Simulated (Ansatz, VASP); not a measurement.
One calculation of Ta, two programs

File INCAR:

```
SYSTEM = Ta
ALGO = Fast ; EDIFF = 1E-6
ENCUT = 520 ; GGA = PE
ISIF = 2 ; ISMEAR = 0
LASPH = .True. ; LCHARG = .True.
LELF = .True. ; LREAL = .False.
LVHAR = .True. ; LWAVE = .False.
NBANDS = 12 ; NELM = 60
PREC = Accurate ; SIGMA = 0.15
```

Contents of KPOINTS:

```
k-points
0
Gamma
  20 20 20
  0 0 0
```

The input POSCAR:

```
Ta
1.0
   -1.6760492000      1.6760492000      1.7008184000
    1.6760492000     -1.6760492000      1.7008184000
    1.6760492000      1.6760492000     -1.7008184000
Ta
1
Direct
    0.0000000000      0.0000000000      0.0000000000
```

Input for Ansatz:

```yaml
crystal:
  lattice:
    - [-1.6760492, 1.6760492, 1.7008184]
    - [1.6760492, -1.6760492, 1.7008184]
    - [1.6760492, 1.6760492, -1.7008184]
  atoms:
    - { symbol: Ta, position: [0.0, 0.0, 0.0] }
basis:
  ecutwfc: 420
kpoints:
  mp_grid: { grid: [20, 20, 20] }
hamiltonian:
  xc: pbe
scf:
  occupations: { method: gaussian, width: 0.15 }
output:
  forces: true
  stress: true
  eigenvalues: true
```

Change from the starting cell: strain +0.015 along x and y, +0.030 along z, atoms carried along.

Alike in both runs: task single point; functional PBE; k mesh 20 × 20 × 20; occupations gaussian, width 0.15 eV; no spin polarisation.

```csv
,VASP,Ansatz
version,VASP 6.6.1,Ansatz 0.2.0
potentials or method,"VASP PAW PBE potentials, release 64 (Ta_pv), cutoff 520 eV","scalar-relativistic, plane waves, PAW"
valence electrons in the cell,11,13
```

|  | VASP | Ansatz | Ansatz less VASP |
| --- | --- | --- | --- |
| gap on the k mesh at the Fermi level (eV) | none | none | - |
| pressure (GPa) | -7.9 | -7.9 | -0.03 |
| traceless stress, the component that is largest in VASP (GPa) | -0.97 | -0.97 | -0.003 |

A gap of «none» marks a metal or a gap that the smearing closes. The functional is the same, so the differences come from potentials, cutoffs and numerics. VASP's potentials hold 11 valence electrons a cell and Ansatz's 13, so a difference there can come from the potentials and not from the codes.

Neither program's run includes spin-orbit coupling.
